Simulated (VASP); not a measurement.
Crystal: KCl.

```
K Cl
1.0
     3.81343    0.00000    0.00000
     0.00000    3.81343    0.00000
     0.00000    0.00000    3.81343
K Cl
1 1
Direct
  0.00000 0.00000 0.00000
  0.50000 0.50000 0.50000
```

Program: VASP 6.6.1. Alike in all runs: task single point; no spin polarisation; cell as given; cutoff (eV) 520; smearing fermi-dirac 0.05 eV.

Question: Order these runs on this cell by their band gap on the k mesh, lowest first.
A. level HSE06; potentials or basis VASP PAW PBE potentials, release 64 (K_sv, Cl); k mesh 4 × 4 × 4; grid for exact exchange (PRECFOCK) Normal; share of exact exchange 0.25; screening parameter 0.2079 1/Å
B. level PBE0; potentials or basis VASP PAW PBE potentials, release 64 (K_sv, Cl); k mesh 4 × 4 × 4; grid for exact exchange (PRECFOCK) Normal; share of exact exchange 0.25
C. level LDA; potentials or basis VASP PAW LDA potentials, release 64 (K_sv, Cl); k mesh 7 × 7 × 7

Answer: C (4.48 eV), A (6.21 eV), B (6.95 eV).

Caveats: an odd mesh through Γ misses points on the zone boundary, where band edges can lie (at least some runs).

A k mesh can miss the band edges, odd and even meshes differently.
